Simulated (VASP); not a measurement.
# FeB17N18 (a cell with a defect) in VASP: further runs

Runs on FeB17N18 (a cell with a defect). Level: PBE. Tasks: single point.

Everything below comes from runs of VASP 6.6.1. Logs are shortened: lines on timing, memory, paths and dates and some standing lists are left out, and cuts for length are marked.

**1. The cell of the first run**

The cell holds a defect, 36 atoms: a = 7.505 Å, b = 7.505 Å, c = 7.369 Å, α = 90.00°, β = 90.00°, γ = 120.00°.

**2. Single point, PBE, collinear spin, ferromagnetic start**

The input, INCAR:

```
SYSTEM = FeB17N18
PREC = Accurate
ENCUT = 520
EDIFF = 1E-6
ISMEAR = -1
SIGMA = 0.01
LREAL = Auto
LASPH = .TRUE.
NELM = 150
ALGO = Normal
ISIF = 2
LWAVE = .FALSE.
LCHARG = .FALSE.
ISPIN = 2
MAGMOM = 5 0 0 0 0 0 0 0 0 0 0 0 0 0 0 0 0 0 0 0 0 0 0 0 0 0 0 0 0 0 0 0 0 0 0 0
LORBIT = 11
LMAXMIX = 4
GGA = PE
NBANDS = 102
```

The input, KPOINTS:

```
regular mesh
0
G
  3 3 3
  0 0 0
```

The input, POSCAR:

```
FeB17N18
1.0
    7.5049186035      0.0000000000      0.0000000000
   -3.7524593018      6.4994501639      0.0000000000
    0.0000000000      0.0000000000      7.3693201700
Fe B N
1 17 18
Direct
    0.2222222222      0.1111111111      0.7500000000
    0.2222222222      0.4444444444      0.7500000000
    0.2222222222      0.7777777778      0.7500000000
    0.5555555556      0.1111111111      0.7500000000
    0.5555555556      0.4444444444      0.7500000000
    0.5555555556      0.7777777778      0.7500000000
    0.8888888889      0.1111111111      0.7500000000
    0.8888888889      0.4444444444      0.7500000000
    0.8888888889      0.7777777778      0.7500000000
    0.1111111111      0.2222222222      0.2500000000
    0.1111111111      0.5555555556      0.2500000000
    0.1111111111      0.8888888889      0.2500000000
    0.4444444444      0.2222222222      0.2500000000
    0.4444444444      0.5555555556      0.2500000000
    0.4444444444      0.8888888889      0.2500000000
    0.7777777778      0.2222222222      0.2500000000
    0.7777777778      0.5555555556      0.2500000000
    0.7777777778      0.8888888889      0.2500000000
    0.0000000000      0.0000000000      0.7500000000
    0.0000000000      0.3333333333      0.7500000000
    0.0000000000      0.6666666667      0.7500000000
    0.3333333333      0.0000000000      0.7500000000
    0.3333333333      0.3333333333      0.7500000000
    0.3333333333      0.6666666667      0.7500000000
    0.6666666667      0.0000000000      0.7500000000
    0.6666666667      0.3333333333      0.7500000000
    0.6666666667      0.6666666667      0.7500000000
    0.0000000000      0.0000000000      0.2500000000
    0.0000000000      0.3333333333      0.2500000000
    0.0000000000      0.6666666667      0.2500000000
    0.3333333333      0.0000000000      0.2500000000
    0.3333333333      0.3333333333      0.2500000000
    0.3333333333      0.6666666667      0.2500000000
    0.6666666667      0.0000000000      0.2500000000
    0.6666666667      0.3333333333      0.2500000000
    0.6666666667      0.6666666667      0.2500000000
```

Potentials or basis: VASP PAW PBE potentials, release 64 (Fe, B, N).

Started as:

```sh
> cat potpaw_PBE.64/Fe/POTCAR potpaw_PBE.64/B/POTCAR potpaw_PBE.64/N/POTCAR > POTCAR
> mpirun -np 1 vasp_std > vasp.out
```

OUTCAR:

```text
SYSTEM = FeB17N18
   PREC = Accurate
   ENCUT = 520
   EDIFF = 1E-6
   ISMEAR = -1
   LREAL = Auto
   LASPH = .TRUE.
   NELM = 150
   ISIF = 2
   ISPIN = 2
   LORBIT = 11
   GGA = PE

 ion  position               nearest neighbor table
   1  0.222  0.111  0.750-  23 1.44  19 1.44  22 1.44   9 2.50   2 2.50   3 2.50   7 2.50   5 2.50
                             4 2.50
   2  0.222  0.444  0.750-  20 1.44  23 1.44  24 1.44   1 2.50
   3  0.222  0.778  0.750-  22 1.44  21 1.44  24 1.44   1 2.50
   4  0.556  0.111  0.750-  26 1.44  25 1.44  22 1.44   1 2.50
   5  0.556  0.444  0.750-  26 1.44  27 1.44  23 1.44   1 2.50
   6  0.556  0.778  0.750-  25 1.44  27 1.44  24 1.44
   7  0.889  0.111  0.750-  20 1.44  25 1.44  19 1.44   1 2.50
   8  0.889  0.444  0.750-  26 1.44  20 1.44  21 1.44
   9  0.889  0.778  0.750-  19 1.44  27 1.44  21 1.44   1 2.50
  10  0.111  0.222  0.250-  28 1.44  32 1.44  29 1.44
  11  0.111  0.556  0.250-  33 1.44  30 1.44  29 1.44
  12  0.111  0.889  0.250-  30 1.44  31 1.44  28 1.44
  13  0.444  0.222  0.250-  31 1.44  32 1.44  35 1.44
  14  0.444  0.556  0.250-  33 1.44  32 1.44  36 1.44
  15  0.444  0.889  0.250-  33 1.44  31 1.44  34 1.44
[... 19 lines left out ...]
  35  0.667  0.333  0.250-  16 1.44  17 1.44  13 1.44
  36  0.667  0.667  0.250-  18 1.44  17 1.44  14 1.44

  LATTYP: Found a hexagonal cell.
 ALAT       =     7.5049186035
 C/A-ratio  =     0.9819320581

  Lattice vectors:

 A1 = (   7.5049186035,   0.0000000000,   0.0000000000)
 A2 = (  -3.7524593018,   6.4994501639,   0.0000000000)
 A3 = (   0.0000000000,   0.0000000000,   7.3693201700)

Analysis of symmetry for initial positions (statically):
=====================================================================
 Subroutine PRICEL returns:
 Original cell was already a primitive cell.

 Routine SETGRP: Setting up the symmetry group for a
 hexagonal supercell.

 Subroutine GETGRP returns: Found 12 space group operations
 (whereof  2 operations were pure point group operations)
 out of a pool of 24 trial point group operations.

The static configuration has the point symmetry C_1h.
 The point group associated with its full space group is D_3h.

Analysis of symmetry for dynamics (positions and initial velocities):
=====================================================================
 Subroutine PRICEL returns:
 Original cell was already a primitive cell.

 Routine SETGRP: Setting up the symmetry group for a
 hexagonal supercell.

 Subroutine GETGRP returns: Found 12 space group operations
 (whereof  2 operations were pure point group operations)
 out of a pool of 24 trial point group operations.

The dynamic configuration has the point symmetry C_1h.
 The point group associated with its full space group is D_3h.

Analysis of structural, dynamic, and magnetic symmetry:
=====================================================================
 Subroutine PRICEL returns:
 Original cell was already a primitive cell.

 Routine SETGRP: Setting up the symmetry group for a
 hexagonal supercell.

 Subroutine GETGRP returns: Found 12 space group operations
 (whereof  2 operations were pure point group operations)
 out of a pool of 24 trial point group operations.

The overall configuration has the point symmetry C_1h.
 The point group associated with its full space group is D_3h.

 Subroutine INISYM returns: Found 12 space group operations
 (whereof  2 operations are pure point group operations),
 and found     1 'primitive' translations

----------------------------------------------------------------------------------------

                                     Primitive cell

  volume of cell :     359.4596

  direct lattice vectors                    reciprocal lattice vectors
     7.504918604  0.000000000  0.000000000     0.133245949  0.076929584  0.000000000
    -3.752459302  6.499450164  0.000000000     0.000000000  0.153859169  0.000000000
     0.000000000  0.000000000  7.369320170     0.000000000  0.000000000  0.135697727

  length of vectors
     7.504918604  7.504918603  7.369320170     0.153859169  0.153859169  0.135697727

  position of ions in fractional coordinates (direct lattice)
     0.222222222  0.111111111  0.750000000
     0.222222222  0.444444444  0.750000000
     0.222222222  0.777777778  0.750000000
     0.555555556  0.111111111  0.750000000
     0.555555556  0.444444444  0.750000000
[... 98 lines left out ...]
            Coordinates               Weight
  0.000000  0.000000  0.000000      1.000000
  0.333333  0.000000  0.000000      6.000000
  0.333333  0.333333  0.000000      2.000000
  0.000000  0.000000  0.333333      2.000000
  0.333333  0.000000  0.333333     12.000000
  0.333333  0.333333  0.333333      4.000000
   k-points           NKPTS =      6   k-points in BZ     NKDIM =      6   number of bands    NBANDS=    102
   number of dos      NEDOS =    301   number of ions     NIONS =     36
   total plane-waves  NPLWV = 175616
[... 34 lines left out ...]
     AMIX     =   0.40;   BMIX     =  1.00
     AMIX_MAG =   1.60;   BMIX_MAG =  1.00
  volume/ion in A,a.u.               =       9.98        67.38
  Fermi-wavevector in a.u.,A,eV,Ry     =   1.220638  2.306671 20.272100  1.489957
  Thomas-Fermi vector in A             =   2.355848
   LORBIT       =     11    0 simple, 1 ext, 2 COOP (PROOUT), +10 PAW based schemes
   GGA     = PE    functional components
   LHFCALC =     F    Hartree Fock is set to
   AEXX    =    0.0000 exact exchange contribution
   IVDW    =     0    specifies the selected vdW correction
   LEPSILON=     F    determine dielectric tensor
   LRPA    =     F    only Hartree local field effects (RPA)
 spin polarized calculation
  energy-cutoff  :      520.00
  volume of cell :      359.46
 maximum number of plane-waves:      9684
 NGX is ok and might be reduce to    56
   NGX = 27   NGY = 27   NGZ = 27

 number of electron     148.9999981 magnetization       1.0001442

 Free energy of the ion-electron system (eV)
  ---------------------------------------------------
  ext. energy  EPLUGINS =         0.00000000
  ---------------------------------------------------
  free energy    TOTEN  =      -303.99333901 eV

  energy without entropy =     -303.99026897  energy(sigma->0) =     -303.99180399

 E-fermi :   4.0876     XC(G=0):  -9.5192

 val. band max:        3.8878320433   @ k =   0.3333   0.0000   0.0000
 cond. band min:       4.1035290719   @ k =   0.3333   0.0000   0.3333
 fundamental gap:      0.2156970286
 Fermi energy:         4.0876454843

 spin component 1

 k-point     1 :       0.0000    0.0000    0.0000
  band No.  band energies     occupation
      1     -16.4176      1.00000
      2     -15.9163      1.00000
      3     -14.6612      1.00000
      4     -14.6612      1.00000
      5     -14.3994      1.00000
      6     -14.3789      1.00000
[... 523 lines left out ...]
     85       8.0613      0.00000
     86       8.1774      0.00000
 Fermi energy:         4.0876454843

 spin component 2

 k-point     1 :       0.0000    0.0000    0.0000
  band No.  band energies     occupation
      1     -16.3878      1.00000
      2     -15.9157      1.00000
      3     -14.6094      1.00000
      4     -14.6094      1.00000
      5     -14.3857      1.00000
      6     -14.3699      1.00000
[... 523 lines left out ...]
     85       8.1355      0.00000
     86       8.1809      0.00000
 [bands above 86 left out]

------------------------ aborting loop because EDIFF is reached ----------------------------------------

  FORCE on cell =-STRESS in cart. coord.  units (eV):
  Direction    XX          YY          ZZ          XY          YZ          ZX
  --------------------------------------------------------------------------------------
  -------------------------------------------------------------------------------------
  Total       52.5291562     52.5291562      3.2436135     -0.0000000      0.0000000     -0.0000000
  in kB      234.1321089    234.1321089     14.4573820     -0.0000000      0.0000000     -0.0000000
  external PRESSURE =     160.9072000 kB  Pullay stress =       0.0000000 kB

 VOLUME and BASIS-vectors are now :
 -----------------------------------------------------------------------------
  energy-cutoff  :      520.00
  volume of cell :      359.46
      direct lattice vectors                 reciprocal lattice vectors
     7.504918604  0.000000000  0.000000000     0.133245949  0.076929584  0.000000000
    -3.752459302  6.499450164  0.000000000     0.000000000  0.153859169  0.000000000
     0.000000000  0.000000000  7.369320170     0.000000000  0.000000000  0.135697727

 POSITION                                       TOTAL-FORCE (eV/Angst)
 -----------------------------------------------------------------------------------
      1.25082      0.72216      5.52699        -0.000000     -0.000000      0.000000
     -0.00000      2.88864      5.52699        -0.712712      0.722758      0.000000
     -1.25082      5.05513      5.52699         0.269571     -0.978606      0.000000
      3.75246      0.72216      5.52699         0.982283      0.255848     -0.000000
      2.50164      2.88864      5.52699         0.712712      0.722758     -0.000000
      1.25082      5.05513      5.52699        -0.000000     -0.000000      0.000000
[... 28 lines left out ...]
      3.75246      2.16648      1.84233         0.028652      0.016542      0.000000
      2.50164      4.33297      1.84233         0.003292     -0.001901      0.000000
 -----------------------------------------------------------------------------------
    total drift:                                0.000001     -0.000011     -0.000000

  FREE ENERGIE OF THE ION-ELECTRON SYSTEM (eV)
  ---------------------------------------------------
  free  energy   TOTEN  =      -303.9933390109 eV

  energy  without entropy=     -303.9902689739  energy(sigma->0) =     -303.99180399

 total charge

# of ion       s       p       d       tot
------------------------------------------
    1        1.054   1.252   7.674   9.980
    2        0.736   1.441   0.000   2.177
    3        0.736   1.441   0.000   2.177
    4        0.736   1.441   0.000   2.177
    5        0.736   1.441   0.000   2.177
    6        0.744   1.436   0.000   2.180
[... 28 lines left out ...]
   35        1.226   2.798   0.000   4.024
   36        1.226   2.798   0.000   4.024
--------------------------------------------------
tot         35.895  75.987   7.674 119.556

 magnetization (x)

# of ion       s       p       d       tot
------------------------------------------
    1        0.001  -0.010   0.628   0.619
    2        0.001   0.012   0.000   0.013
    3        0.001   0.012   0.000   0.013
    4        0.001   0.012   0.000   0.013
    5        0.001   0.012   0.000   0.013
    6        0.002   0.029   0.000   0.031
[... 28 lines left out ...]
   35       -0.000   0.000   0.000   0.000
   36       -0.000  -0.000   0.000  -0.000
--------------------------------------------------
tot          0.003   0.156   0.628   0.786
```

Run time: 12 min. Hardware: 1 thread of Intel Xeon Platinum 8488C (Sapphire Rapids), shared host; peak memory 0.71 GiB.

Results:

```yaml
Free_energy: -303.9933 eV
Pressure: 16.1 GPa
Largest_force: 17.922 eV/Å
Band_gap_on_the_k_mesh: zero (filled and empty bands overlap)
Net_moment: 1.00 μB per cell
Site_moments: Fe +0.62; B +0.01, +0.03, +0.00, -0.00; N +0.01, -0.00, +0.00 μB
Valence_electrons_inside_the_program's_atomic_spheres: Fe 9.98; B 2.18, 2.17; N 4.08, 4.02, 4.01
```

Forces in eV/Å, atoms in the order of the input:
```
Fe    0.000   0.000   0.000
B    -0.713   0.723   0.000
B     0.270  -0.979   0.000
B     0.982   0.256   0.000
B     0.713   0.723   0.000
B     0.000   0.000   0.000
B    -0.982   0.256   0.000
B     0.000   0.000   0.000
B    -0.270  -0.979   0.000
B     0.092  -0.053   0.000
B     0.006   0.003   0.000
B     0.000   0.106   0.000
B    -0.092  -0.053   0.000
B     0.000  -0.072   0.000
B    -0.063   0.036   0.000
B     0.000  -0.007   0.000
B    -0.006   0.003   0.000
B     0.063   0.036   0.000
N   -15.521  -8.961   0.000
N     0.203  -0.117   0.000
N     0.000   0.234   0.000
N    15.521  -8.961   0.000
N     0.000  17.922   0.000
N     0.188   0.108   0.000
N     0.000  -0.217   0.000
N    -0.203  -0.117   0.000
N    -0.188   0.108   0.000
N    -0.049  -0.028   0.000
N    -0.029   0.017   0.000
N     0.000  -0.033   0.000
N     0.049  -0.028   0.000
N     0.000   0.056   0.000
N    -0.003  -0.002   0.000
N     0.000   0.004   0.000
N     0.029   0.017   0.000
N     0.003  -0.002   0.000
```

Stress tensor (GPa, compression positive):
```
23.41  0.00  0.00
 0.00 23.41  0.00
 0.00  0.00  1.45
```

Caveat: the moment fell far below its start of 5 μB, so a state of higher moment may lie lower in energy; only a ferromagnetic start was run, and an antiferromagnetic order may lie lower in energy.

**3. Single point, PBE, collinear spin, ferromagnetic start**

The input, INCAR:

```
  ALGO = Normal
  EDIFF = 1E-6
  ENCUT = 520
  GGA = PE
  ISIF = 2
  ISMEAR = -1
  ISPIN = 2
  LASPH = T
  LCHARG = F
  LMAXMIX = 4
  LORBIT = 11
  LREAL = Auto
  LWAVE = F
  MAGMOM = 5 0 0 0 0 0 0 0 0 0 0 0 0 0 0 0 0 0 0 0 0 0 0 0 0 0 0 0 0 0 0 0 0 0 0 0
  NBANDS = 102
  NELM = 150
  PREC = Accurate
  SIGMA = 0.01
```

The input, KPOINTS:

```
k-points
0
Gamma
  3 3 3
```

The input, POSCAR:

```
FeB17N18
1.0
    7.5049186035      0.0000000000      0.0000000000
   -3.7524593018      6.4994501639      0.0000000000
    0.0000000000      0.0000000000      7.3693201700
Fe B N
1 17 18
Direct
    0.2222222222      0.1111111111      0.7500000000
    0.2212698902      0.4513349270      0.7500000000
    0.2212698902      0.7699349632      0.7500000000
    0.5633983701      0.1120634431      0.7500000000
    0.5633983701      0.4513349270      0.7500000000
    0.5555555556      0.7777777778      0.7500000000
    0.8819984063      0.1120634431      0.7500000000
    0.8888888889      0.4444444444      0.7500000000
    0.8819984063      0.7699349632      0.7500000000
    0.1112330423      0.2221002910      0.2500000000
    0.1110999947      0.5555499974      0.2500000000
    0.1112330423      0.8891327513      0.2500000000
    0.4442005821      0.2221002910      0.2500000000
    0.4443712028      0.5554090722      0.2500000000
    0.4443712028      0.8889621305      0.2500000000
    0.7777833360      0.2222333386      0.2500000000
    0.7777833360      0.5555499974      0.2500000000
    0.7779242611      0.8889621305      0.2500000000
   -0.0361566184     -0.0180783092      0.7500000000
   -0.0006153602      0.3339486935      0.7500000000
   -0.0006153602      0.6654359463      0.7500000000
    0.3514116425     -0.0180783092      0.7500000000
    0.3514116425      0.3694899517      0.7500000000
    0.3344683338      0.6672341669      0.7500000000
    0.6660991664     -0.0011350005      0.7500000000
    0.6678973870      0.3339486935      0.7500000000
    0.6660991664      0.6672341669      0.7500000000
   -0.0000540359     -0.0000270180      0.2500000000
    0.0000173785      0.3333159549      0.2500000000
    0.0000173785      0.6667014236      0.2500000000
    0.3333603513     -0.0000270180      0.2500000000
    0.3333603513      0.3333873693      0.2500000000
    0.3333222438      0.6666611219      0.2500000000
    0.6666722114      0.0000110896      0.2500000000
    0.6666319097      0.3333159549      0.2500000000
    0.6666722114      0.6666611219      0.2500000000
```

Potentials or basis: VASP PAW PBE potentials, release 64 (Fe, B, N).

Started as:

```sh
> cat potpaw_PBE.64/Fe/POTCAR potpaw_PBE.64/B/POTCAR potpaw_PBE.64/N/POTCAR > POTCAR
> mpirun -np 1 vasp_std > vasp.out
```

Wall time 14 min (1 thread of Intel Xeon Platinum 8488C (Sapphire Rapids), shared host); peak memory 0.71 GiB.

The run converged. Its results:

| Property | Result |
| --- | --- |
| Free energy | -309.5684 eV |
| Pressure | 13.2 GPa |
| Largest force | 0.237 eV/Å |
| Band gap on the k mesh | zero (filled and empty bands overlap) |
| Net moment | 3.00 μB per cell |
| Site moments | Fe +2.40; B +0.02, +0.00, -0.00; N +0.04, -0.00, +0.00 μB |
| Valence electrons inside the program's atomic spheres | Fe 8.06; B 2.29, 2.20, 2.21, 2.18; N 4.06, 4.03, 4.08, 4.02 |

Forces on the atoms (eV/Å):
```
Fe   0.000  0.000  0.000
B    0.001 -0.021  0.000
B   -0.017  0.011  0.000
B   -0.019  0.009  0.000
B   -0.001 -0.021  0.000
B    0.000  0.000  0.000
B    0.019  0.009  0.000
B    0.000  0.000  0.000
B    0.017  0.011  0.000
B    0.003 -0.002  0.000
B    0.000  0.000  0.000
B    0.000  0.004  0.000
B   -0.003 -0.002  0.000
B    0.000 -0.004  0.000
B   -0.004  0.002  0.000
B    0.000  0.000  0.000
B    0.000  0.000  0.000
B    0.004  0.002  0.000
N   -0.205 -0.119  0.000
N    0.001 -0.001  0.000
N    0.000  0.001  0.000
N    0.205 -0.119  0.000
N    0.000  0.237  0.000
N    0.018  0.011  0.000
N    0.000 -0.021  0.000
N   -0.001 -0.001  0.000
N   -0.018  0.011  0.000
N   -0.003 -0.001  0.000
N    0.000  0.000  0.000
N    0.000 -0.001  0.000
N    0.003 -0.001  0.000
N    0.000  0.003  0.000
N    0.002  0.001  0.000
N    0.000 -0.002  0.000
N    0.000  0.000  0.000
N   -0.002  0.001  0.000
```

Stress tensor (GPa, compression positive):
```
18.96  0.00  0.00
 0.00 18.96  0.00
 0.00  0.00  1.54
```

Levels at points of the mesh, in eV from the Fermi level:
Spin up:
```csv
k point,band 74,band 75,band 76,band 77,band 78,band 79
"(0.00, 0.00, 0.00)",-1.10,-1.10,0.47,0.47,2.45,2.78
```
Spin down:
```csv
k point,band 71,band 72,band 73,band 74,band 75,band 76
"(0.00, 0.00, 0.00)",-1.74,-1.74,-0.49,0.91,0.91,1.79
```

Caveat: only a ferromagnetic start was run, and an antiferromagnetic order may lie lower in energy.
